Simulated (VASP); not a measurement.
Crystal: Pd.

```
Pd
1.0
     0.00000    1.94650    1.94650
     1.94650    0.00000    1.94650
     1.94650    1.94650    0.00000
Pd
1
Direct
  0.00000 0.00000 0.00000
```

- Program: VASP 6.6.1
- Task: relaxation of cell and atoms
- Functional: revPBE
- Potentials or basis: VASP PAW PBE potentials, release 64 (Pd)
- Cutoff: 600 eV
- k mesh: 12 × 12 × 12
- Occupations: fermi-dirac, width 0.05 eV
- Spin: no spin polarisation

At the start: pressure 10.0 GPa; volume 14.75 Å³/atom.

Q: Where does the relaxation end?

A: Over 4 steps the energy falls by 24.6 meV/atom and the volume is 15.59 Å³/atom (+5.7 %); space group Fm-3m (No. 225, to 0.05 Å).

The path:
```csv
step,energy change (eV),largest force (eV/Å),pressure (GPa),volume (Å³)
1,0.0000,0.0000,9.99,14.75
2,0.0139,0.0000,-9.35,16.80
3,-0.0246,0.0000,-0.11,15.60
4,-0.0246,0.0000,0.04,15.59
```

Final structure:
```xyz
1
Lattice="0.0000 1.9826 1.9826 1.9826 0.0000 1.9826 1.9826 1.9826 0.0000" Properties=species:S:1:pos:R:3 pbc="T T T"
Pd    0.0000    0.0000    0.0000
```

Caveat: the PAW data sets were made with another functional, which shifts forces and pressure a little.
